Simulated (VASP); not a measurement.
Input of a VASP 6.6.1 run:

File INCAR:

```
PREC = Accurate
ENCUT = 520
EDIFF = 1E-6
ISMEAR = -1
SIGMA = 0.1
LREAL = F
LASPH = T
NELM = 100
ALGO = Normal
ISIF = 2
LWAVE = F
LCHARG = F
GGA = PS
NBANDS = 12
```

File KPOINTS:

```
regular mesh
0
Gamma
  15 15 15
```

POSCAR

```
Cd
1.0
   -1.7480464373      1.7480464373      1.7480464373
    1.7480464373     -1.7480464373      1.7480464373
    1.7480464373      1.7480464373     -1.7480464373
Cd
1
Direct
    0.0000000000      0.0000000000      0.0000000000
```

Potentials or basis: VASP PAW PBE potentials, release 64 (Cd).

Run with:

```bash
$ cat potpaw_PBE.64/Cd/POTCAR > POTCAR
$ mpirun -np 1 vasp_std > vasp.out
```

(1) Predict the band gap on the k mesh.

(2) What does it give for the pressure?

Answers

(1) zero (bands 6 and 7 overlap by 3.59 eV).

(2) 0.3 GPa.

Caveat: the PAW data sets were made with another functional, which shifts forces and pressure a little.
